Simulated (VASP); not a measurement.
## AlC3: single point with PBE

Crystal: AlC3.

```xyz
4
Lattice="3.2190 0.0000 0.0000 0.0000 3.2190 0.0000 0.0000 0.0000 3.2190" Properties=species:S:1:pos:R:3 pbc="T T T"
Al    0.0000    0.0000    0.0000
C     0.0000    1.6095    1.6095
C     1.6095    0.0000    1.6095
C     1.6095    1.6095    0.0000
```

* Program: VASP 6.6.1
* Task: single point
* Functional: PBE
* Potentials or basis: VASP PAW PBE potentials, release 64 (Al, C)
* Cutoff: 520 eV
* k mesh: 6 × 6 × 6
* Occupations: gaussian, width 0.1 eV
* Spin: no spin polarisation
* Dipole correction: no
* Further INCAR settings: ALGO = Normal; EDIFF = 1e-06; NBANDS = 16

```yaml
Pressure: -0.3 GPa
```

Levels at points of the mesh, in eV from the Fermi level:
```tsv
k point	band 5	band 6	band 7	band 8	band 9	band 10	band 11	band 12
(0.00, 0.00, 0.00)	-5.98	-5.98	1.26	1.26	1.26	1.84	4.18	4.18
(0.50, 0.00, 0.00)	-3.90	-2.24	-2.24	-1.88	-0.70	0.52	3.69	3.69
(0.50, 0.50, 0.00)	-1.48	-1.48	-1.08	-0.61	-0.31	-0.31	4.67	5.24
(0.50, 0.50, 0.50)	-7.79	-7.79	-7.79	-1.20	4.98	4.98	4.98	5.43
```

Wall time 9.9 s on 1 thread of Intel Xeon 8259CL, on a shared host, peak memory 0.13 GiB.
